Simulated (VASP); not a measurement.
Runs of VASP 6.6.1 on ZrS2. Symmetry: P-3m1, No. 164, trigonal system. Conventional cell: a = 3.691 Å, b = 3.691 Å, c = 6.041 Å, α = 90.00°, β = 90.00°, γ = 120.00°. Within 3.4 Å of Zr (site symmetry -3m) lie 6 S at 2.57 Å. Within 3.4 Å of S (site symmetry 3m) lie 3 Zr at 2.57 Å. 

```tsv
level	smearing	gap on the mesh (eV)	pressure (GPa)	largest force (eV/Å)
RPBE	tetrahedron	1.13	(b)	0.12
PBEsol+D3(BJ)	gaussian 0.1 eV	1.00	-4.5	0.13
PBE	gaussian 0.01 eV	(a)	0.5	0.04
PBE	methfessel-paxton 0.1 eV	1.08	0.5	0.04
PBEsol	methfessel-paxton 0.02 eV	1.00	-2.4	0.14
```

Alike in all rows: task single point; potentials or basis VASP PAW PBE potentials, release 64 (Zr_sv, S); no spin polarisation; cell as given; k mesh 6 × 6 × 4; cutoff (eV) 500.

Q: Estimate the missing entries.

A: (a) 1.07; (b) 2.6.

Caveats: this functional lacks dispersion, which binds the layers, so the pressure and a relaxed spacing across them are unreliable (at least some runs); the PAW data sets were made with another functional, which shifts forces and pressure a little (at least some runs); the cell stands under tension (at least some runs).

A k mesh can miss the band edges, and the runs leave out spin-orbit coupling on Zr.
